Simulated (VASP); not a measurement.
C, 12 atoms in the cell. It takes space group Ia-3d (No. 230, cubic). The conventional cell has a = 5.171 Å, b = 5.171 Å, c = 5.171 Å, α = 90.00°, β = 90.00°, γ = 90.00°. Within 2.1 Å of C (site symmetry -4) lie 4 C at 1.58 Å. The cell was built from a structure type or drawn by symmetry, and may not be a known phase.

```yaml
Program: VASP 6.6.1
Task: relaxation of cell and atoms
Functional: PBE
Potentials_or_basis: VASP PAW PBE potentials, release 64 (C)
Cutoff: 600 eV
k_mesh: 8 × 8 × 8
Occupations: gaussian, width 0.02 eV
Spin: no spin polarisation
Dipole_correction: no
Further_INCAR_settings: ALGO = Normal; EDIFF = 1e-06; IBRION = 2; EDIFFG = -0.01; NSW = 100; ISIF = 3
```

Potentials or basis: VASP PAW PBE potentials, release 64 (C).

Launch:

```sh
$ cat potpaw_PBE.64/C/POTCAR > POTCAR
$ mpirun -np 1 vasp_std > vasp.out
```

Hardware: 1 thread of Intel Xeon 8259CL (shared host).

Problem. How long does it take, and how much memory?

Solution. It took 99 s on 1 thread of Intel Xeon 8259CL, on a shared host, peak memory 0.21 GiB. Counts: scf iterations 12, k points 29, ion steps 1.
